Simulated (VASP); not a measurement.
Lu:

```xyz
1
Lattice="-1.9541 1.9541 1.9541 1.9541 -1.9541 1.9541 1.9541 1.9541 -1.9541" Properties=species:S:1:pos:R:3 pbc="T T T"
Lu    0.0000    0.0000    0.0000
```

* Program: VASP 6.6.1
* Task: relaxation of volume and atoms at fixed shape
* Functional: PBEsol
* Potentials or basis: VASP PAW PBE potentials, release 64 (Lu)
* Cutoff: 600 eV
* k mesh: 8 × 8 × 8
* Occupations: fermi-dirac, width 0.1 eV
* Spin: no spin polarisation

At the start: pressure -2.6 GPa; volume 29.85 Å³/atom.

Task: How do energy, volume and symmetry change on relaxing?

Result: Over 3 steps the energy falls by 15.4 meV/atom and the volume is 28.05 Å³/atom (-6.0 %); space group Im-3m (No. 229, to 0.05 Å).

Step by step:
```csv
step,energy change (eV),largest force (eV/Å),pressure (GPa),volume (Å³)
1,0.0000,0.0000,-2.60,29.85
2,-0.0151,0.0000,0.43,27.80
3,-0.0154,0.0000,-0.02,28.05
```

Final structure:
```yaml
crystal:
  lattice:
    - [-1.91400, 1.91400, 1.91400]
    - [1.91400, -1.91400, 1.91400]
    - [1.91400, 1.91400, -1.91400]
  atoms:
    - { symbol: Lu, position: [0.00000, 0.00000, 0.00000] }
```

Caveat: the PAW data sets were made with another functional, which shifts forces and pressure a little.
